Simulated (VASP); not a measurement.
# Si2Ni (Immm) in VASP: single point with PBEsol

Aim: the single point of Si2Ni with PBEsol.

All numbers are computed with VASP 6.6.1; they aren't measurements. Logs are shortened: lines on timing, memory, paths and dates and some standing lists are left out, and cuts for length are marked.

## (1) The cell of the first run

The structure is orthorhombic, space group Immm (No. 71). Conventional cell: a = 3.755 Å, b = 4.041 Å, c = 5.311 Å, α = 90.00°, β = 90.00°, γ = 90.00°. Si (site symmetry mm2) has 4 Ni at 2.31 to 2.41 Å and 6 Si at 2.61 to 2.76 Å within 3.1 Å. Ni (site symmetry mmm) has 8 Si at 2.31 to 2.41 Å within 3.1 Å.

## (2) Single point, PBEsol (uniaxial strain along a: +6.0 %)

Input file INCAR:

```
PREC = Accurate ; ENCUT = 520
EDIFF = 1E-6 ; ISMEAR = 0
SIGMA = 0.1 ; LREAL = F
LASPH = T ; NELM = 80
ALGO = Normal ; ISIF = 2
LWAVE = F ; LCHARG = T
GGA = PS ; LELF = T
LVHAR = T ; NBANDS = 27
```

Input file KPOINTS:

```
regular mesh
0
Gamma
  10 10 8
```

Input file POSCAR:

```
Si2Ni
1.0
    2.8574362968      2.8574362968      0.0000000000
   -2.6552592004      2.6552592004      0.0000000000
    0.0000000000      0.0000000000      5.3105184007
Si Ni
4 2
Direct
    0.0000000000      0.5000000000      0.7457119298
    0.5000000000      0.0000000000      0.7542880702
    0.5000000000      0.0000000000      0.2457119298
    0.0000000000      0.5000000000      0.2542880702
    0.0000000000      0.0000000000      0.0000000000
    0.5000000000      0.5000000000      0.5000000000
```

Potentials or basis: VASP PAW PBE potentials, release 64 (Si, Ni).

Launch:

```
> cat potpaw_PBE.64/Si/POTCAR potpaw_PBE.64/Ni/POTCAR > POTCAR
> mpirun -np 1 vasp_std > vasp.out
```

OUTCAR:

```text
PREC = Accurate
   ENCUT = 520
   EDIFF = 1E-6
   ISMEAR = 0
   LREAL = F
   LASPH = T
   NELM = 80
   ISIF = 2
   GGA = PS

 ion  position               nearest neighbor table
   1  0.000  0.500  0.746-   5 2.31   5 2.31   6 2.41   6 2.41   4 2.61   4 2.70   2 2.76   2 2.76
                             2 2.76   2 2.76
   2  0.500  0.000  0.754-   6 2.31   6 2.31   5 2.41   5 2.41   3 2.61   3 2.70   1 2.76   1 2.76
                             1 2.76   1 2.76
   3  0.500  0.000  0.246-   6 2.31   6 2.31   5 2.41   5 2.41   2 2.61   2 2.70   4 2.76   4 2.76
                             4 2.76   4 2.76
   4  0.000  0.500  0.254-   5 2.31   5 2.31   6 2.41   6 2.41   1 2.61   1 2.70   3 2.76   3 2.76
                             3 2.76   3 2.76
   5  0.000  0.000  0.000-   1 2.31   4 2.31   1 2.31   4 2.31   3 2.41   2 2.41   2 2.41   3 2.41

   6  0.500  0.500  0.500-   2 2.31   3 2.31   2 2.31   3 2.31   1 2.41   4 2.41   1 2.41   4 2.41

  LATTYP: Found a simple orthorhombic cell.
 ALAT       =     3.7551035728
 B/A-ratio  =     1.0761421320
 C/A-ratio  =     1.4142135623

  Lattice vectors:

 A1 = (   2.6552592004,  -2.6552592004,   0.0000000000)
 A2 = (   2.8574362968,   2.8574362968,   0.0000000000)
 A3 = (   0.0000000000,   0.0000000000,   5.3105184007)

Analysis of symmetry for initial positions (statically):
=====================================================================
 Subroutine PRICEL returns following result:

  LATTYP: Found a body centered orthorhombic cell.
 ALAT       =     3.7551035728
 B/A-ratio  =     1.0761421320
 C/A-ratio  =     1.4142135623

  Lattice vectors:

 A1 = (   2.7563477486,   0.1010885482,  -2.6552592004)
 A2 = (  -2.7563477486,  -0.1010885482,  -2.6552592004)
 A3 = (   0.1010885482,   2.7563477486,   2.6552592004)

   2 primitive cells build up your supercell.

 Routine SETGRP: Setting up the symmetry group for a
 simple orthorhombic supercell.

 Subroutine GETGRP returns: Found  8 space group operations
 (whereof  8 operations were pure point group operations)
 out of a pool of  8 trial point group operations.

The static configuration has the point symmetry D_2h.

Analysis of symmetry for dynamics (positions and initial velocities):
=====================================================================
 Subroutine PRICEL returns following result:

  LATTYP: Found a body centered orthorhombic cell.
 ALAT       =     3.7551035728
 B/A-ratio  =     1.0761421320
 C/A-ratio  =     1.4142135623

  Lattice vectors:

 A1 = (   2.7563477486,   0.1010885482,  -2.6552592004)
 A2 = (  -2.7563477486,  -0.1010885482,  -2.6552592004)
 A3 = (   0.1010885482,   2.7563477486,   2.6552592004)

   2 primitive cells build up your supercell.

 Routine SETGRP: Setting up the symmetry group for a
 simple orthorhombic supercell.

 Subroutine GETGRP returns: Found  8 space group operations
 (whereof  8 operations were pure point group operations)
 out of a pool of  8 trial point group operations.

The dynamic configuration has the point symmetry D_2h.

 Subroutine INISYM returns: Found  8 space group operations
 (whereof  8 operations are pure point group operations),
 and found     2 'primitive' translations

----------------------------------------------------------------------------------------

                                     Primitive cell

  volume of cell :      40.2921

  direct lattice vectors                    reciprocal lattice vectors
     2.756347749  0.101088548 -2.655259200     0.174982029  0.174982029 -0.188305533
    -2.756347749 -0.101088548 -2.655259200    -0.188305533  0.188305533 -0.188305533
     0.101088548  2.756347749  2.655259200    -0.013323505  0.363287562  0.000000000

  length of vectors
     3.828586322  3.828586322  3.828586322     0.310960439  0.326154751  0.363531798

  position of ions in fractional coordinates (direct lattice)
     0.254288070  0.754288070  0.500000000
     0.745711930  0.245711930  0.500000000
     0.000000000  1.000000000  0.000000000

  ion indices of the primitive-cell ions
   primitive index   ion index
                 1           1
                 2           4
                 3           6

----------------------------------------------------------------------------------------

 KPOINTS: regular mesh

Automatic generation of k-mesh.
 Grid dimensions read from file:
 generate k-points for:   10   10    8

 Generating k-lattice:

  Cartesian coordinates                     Fractional coordinates (reciprocal lattice)
     0.017498203  0.017498203  0.000000000     0.100000000  0.000000000  0.000000000
    -0.018830553  0.018830553  0.000000000     0.000000000  0.100000000  0.000000000
     0.000000000  0.000000000  0.023538192     0.000000000  0.000000000  0.125000000

  Length of vectors
     0.024746196  0.026630424  0.023538192

  Shift w.r.t. Gamma in fractional coordinates (k-lattice)
     0.000000000  0.000000000  0.000000000

 Subroutine IBZKPT returns following result:
 ===========================================

 Found    180 irreducible k-points:

 Following reciprocal coordinates:
            Coordinates               Weight
  0.000000  0.000000  0.000000      1.000000
  0.100000  0.000000  0.000000      2.000000
  0.200000  0.000000  0.000000      2.000000
  0.300000  0.000000  0.000000      2.000000
  0.400000  0.000000  0.000000      2.000000
  0.500000  0.000000  0.000000      1.000000
[... 16 lines left out ...]
  0.400000  0.300000  0.000000      4.000000
  0.500000  0.300000  0.000000      2.000000
 [... further k-points ...]
   k-points           NKPTS =    180   k-points in BZ     NKDIM =    180   number of bands    NBANDS=     27
   number of dos      NEDOS =    301   number of ions     NIONS =      6
   total plane-waves  NPLWV =  33600
   dimension x,y,z NGX =    30 NGY =   28 NGZ =   40
   dimension x,y,z NGXF=    60 NGYF=   56 NGZF=   80
   ions per type =               4   2
   NGX,Y,Z   is equivalent  to a cutoff of  12.34, 12.40, 12.52 a.u.
   NGXF,Y,Z  is equivalent  to a cutoff of  24.68, 24.79, 25.04 a.u.
 SYSTEM =  unknown system
   PREC   = accura    normal or accurate (medium, high low for compatibility)
   ISTART =      0    job   : 0-new  1-cont  2-samecut
   ICHARG =      2    charge: 1-file 2-atom 10-const
   ISPIN  =      1    spin polarized calculation?
   LNONCOLLINEAR =      F non collinear calculations
   LSORBIT =      F    spin-orbit coupling
   LASPH  =      T    aspherical Exc in radial PAW
   ENCUT  =  520.0 eV  38.22 Ry    6.18 a.u.   7.51  6.98  9.87*2*pi/ulx,y,z
   NELM   =     80;   NELMIN=  2; NELMDL= -5     # of ELM steps
   EDIFF  = 0.1E-05   stopping-criterion for ELM
   LREAL  =      F    real-space projection
   EDIFFG = 0.1E-04   stopping-criterion for IOM
   NSW    =      0    number of steps for IOM
   IBRION =     -1    ionic relax: 0-MD 1-quasi-New 2-CG
   NFREE  =      0    steps in history (QN), initial steepest desc. (CG)
   ISIF   =      2    stress and relaxation
   ISYM   =      2    0-nonsym 1-usesym 2-fastsym
   POTIM  = 0.5000    time-step for ionic-motion
   TEBEG  =    0.0;   TEEND  =   0.0 temperature during run
   PSTRESS=    0.0 pullay stress
   NELECT =      36.0000    total number of electrons
   NUPDOWN=      -1.0000    fix difference up-down
   EMIN   =  10.00;   EMAX   =-10.00  energy-range for DOS
   EFERMI =   0.00;   METHOD = LEGACY
   ISMEAR =     0;   SIGMA  =   0.10  broadening in eV -4-tet -1-fermi 0-gaus
   EFERMI_NEDOS =   21; number of points for ismear=-14 and -15
   IALGO  =     38    algorithm
   IMIX   =      4    mixing-type and parameters
     AMIX     =   0.40;   BMIX     =  1.00
     AMIX_MAG =   1.60;   BMIX_MAG =  1.00
  volume/ion in A,a.u.               =      13.43        90.63
  Fermi-wavevector in a.u.,A,eV,Ry     =   1.251485  2.364963 21.309633  1.566214
  Thomas-Fermi vector in A             =   2.385430
   LORBIT       =      0    0 simple, 1 ext, 2 COOP (PROOUT), +10 PAW based schemes
   GGA     = PS    functional components
   LHFCALC =     F    Hartree Fock is set to
   AEXX    =    0.0000 exact exchange contribution
   IVDW    =     0    specifies the selected vdW correction
   LEPSILON=     F    determine dielectric tensor
   LRPA    =     F    only Hartree local field effects (RPA)
 non-spin polarized calculation
 Gauss-broadening in eV      SIGMA  =   0.10
  energy-cutoff  :      520.00
  volume of cell :       80.58
 maximum number of plane-waves:      2208
   NGX = 15   NGY = 13   NGZ = 19

 number of electron      35.9999962 magnetization

 Free energy of the ion-electron system (eV)
  ---------------------------------------------------
  ext. energy  EPLUGINS =         0.00000000
  ---------------------------------------------------
  free energy    TOTEN  =       -37.83252602 eV

  energy without entropy =      -37.82423803  energy(sigma->0) =      -37.82838203

 E-fermi :   9.9830     XC(G=0): -11.6113

 val. band max:        9.9678661675   @ k =   0.1000   0.2000   0.1250
 cond. band min:       9.9868937471   @ k =   0.3000   0.1000   0.0000
 fundamental gap:      0.0190275796
 Fermi energy:         9.9830083375

 k-point     1 :       0.0000    0.0000    0.0000
  band No.  band energies     occupation
      1      -3.5995      2.00000
      2       0.6950      2.00000
      3       2.1829      2.00000
      4       2.5368      2.00000
      5       4.8899      2.00000
      6       4.9327      2.00000
[... 19 lines left out ...]
     26      14.6063      0.00000
     27      15.5677      0.00000

 k-point     2 :       0.1000    0.0000    0.0000
  band No.  band energies     occupation
      1      -3.5113      2.00000
      2       0.7645      2.00000
      3       2.1815      2.00000
      4       2.2859      2.00000
      5       4.7554      2.00000
      6       4.8838      2.00000
[... 652 lines left out ...]
 k-point    24 :       0.5000    0.3000    0.0000
  band No.  band energies     occupation
      1      -0.6538      2.00000
      2      -0.6538      2.00000
      3       2.7407      2.00000
      4       2.7407      2.00000
      5       3.5597      2.00000
      6       3.5597      2.00000
[... 19 lines left out ...]
     26      17.9748      0.00000
     27      18.3946      0.00000

 [... further k-points ...]

------------------------ aborting loop because EDIFF is reached ----------------------------------------

  FORCE on cell =-STRESS in cart. coord.  units (eV):
  Direction    XX          YY          ZZ          XY          YZ          ZX
  --------------------------------------------------------------------------------------
  -------------------------------------------------------------------------------------
  Total       -2.0299141     -2.0299141     -1.5901157     -2.8839602      0.0000000      0.0000000
  in kB      -40.3587638    -40.3587638    -31.6146888    -57.3389116      0.0000000      0.0000000
  external PRESSURE =     -37.4440722 kB  Pullay stress =       0.0000000 kB

 VOLUME and BASIS-vectors are now :
 -----------------------------------------------------------------------------
  energy-cutoff  :      520.00
  volume of cell :       80.58
      direct lattice vectors                 reciprocal lattice vectors
     2.857436297  2.857436297  0.000000000     0.174982029  0.174982029  0.000000000
    -2.655259200  2.655259200  0.000000000    -0.188305533  0.188305533  0.000000000
     0.000000000  0.000000000  5.310518401     0.000000000  0.000000000  0.188305533

 POSITION                                       TOTAL-FORCE (eV/Angst)
 -----------------------------------------------------------------------------------
     -1.32763      1.32763      3.96012         0.000000     -0.000000     -0.263331
      1.42872      1.42872      4.00566         0.000000      0.000000      0.263331
      1.42872      1.42872      1.30486         0.000000      0.000000     -0.263331
     -1.32763      1.32763      1.35040        -0.000000     -0.000000      0.263331
      0.00000      0.00000      0.00000         0.000000     -0.000000     -0.000000
      0.10109      2.75635      2.65526        -0.000000      0.000000      0.000000
 -----------------------------------------------------------------------------------
    total drift:                               -0.000000      0.000000      0.000000

  FREE ENERGIE OF THE ION-ELECTRON SYSTEM (eV)
  ---------------------------------------------------
  free  energy   TOTEN  =       -37.8325260238 eV

  energy  without entropy=      -37.8242380330  energy(sigma->0) =      -37.82838203
```

Wall time 5.1 min (1 thread of Intel Xeon Platinum 8375C at 2.90GHz (Ice Lake), shared host); peak memory 0.41 GiB.

What came out:

| Quantity | Value |
| --- | --- |
| Free energy | -37.8325 eV |
| Pressure | -3.7 GPa |
| Largest force | 0.263 eV/Å |
| Band gap on the k mesh | zero (bands 18 and 19 overlap by 1.95 eV) |

Forces on the atoms (eV/Å):
```
Si   0.000  0.000 -0.263
Si   0.000  0.000  0.263
Si   0.000  0.000 -0.263
Si   0.000  0.000  0.263
Ni   0.000  0.000  0.000
Ni   0.000  0.000  0.000
```

Stress tensor (GPa, compression positive):
```
-4.04 -5.73  0.00
-5.73 -4.04  0.00
 0.00  0.00 -3.16
```

Caveat: the cell differs from its parent crystal (uniaxial strain along a: +6.0 %); the cell stands under tension; the PAW data sets were made with another functional, which shifts forces and pressure a little. Spin polarisation is off, so any magnetic state and its effect on volume and gap are missing.
